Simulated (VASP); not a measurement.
A run of VASP 6.6.1 is set up as follows.

Contents of INCAR:

```
SYSTEM = TlPdF3
PREC = Accurate
ENCUT = 600
EDIFF = 1E-6
ISMEAR = 0
SIGMA = 0.083
LREAL = .False.
LASPH = .True.
NELM = 200
ALGO = Normal
ISIF = 2
LWAVE = .False.
LCHARG = .False.
ISPIN = 2
MAGMOM = 2 0 0 0 0
LORBIT = 11
LMAXMIX = 4
NBANDS = 34
GGA_COMPAT = .False.
```

The input KPOINTS:

```
Automatic mesh
0
Gamma
  5 5 5
  0 0 0
```

File POSCAR:

```
TlPdF3
1.0
    4.4242980200      0.0000000000      0.0000000000
    0.0000000000      4.4242980200      0.0000000000
    0.0000000000      0.0000000000      4.4242980200
Pd F Tl
1 3 1
Direct
    0.0000000000      0.0000000000      0.0000000000
    0.5000000000      0.0000000000      0.0000000000
    0.0000000000      0.5000000000      0.0000000000
    0.0000000000      0.0000000000      0.5000000000
    0.5000000000      0.5000000000      0.5000000000
```

Potentials or basis: VASP PAW LDA potentials, release 64 (Pd, F, Tl_d).

Launch:

```console
$ cat potpaw_LDA.64/Pd/POTCAR potpaw_LDA.64/F/POTCAR potpaw_LDA.64/Tl_d/POTCAR > POTCAR
$ mpirun -np 1 vasp_std > vasp.out
```

**Question.** Estimate the band gap on the k mesh.

**Answer.** Zero (filled and empty bands overlap).

**Question.** Predict the net moment.

**Answer.** 0.00 μB per cell.

**Question.** What does it give for the pressure?

**Answer.** -11.1 GPa.

Caveat: the cell stands under tension; spin-orbit coupling is left out, which moves the levels of the heavy elements.
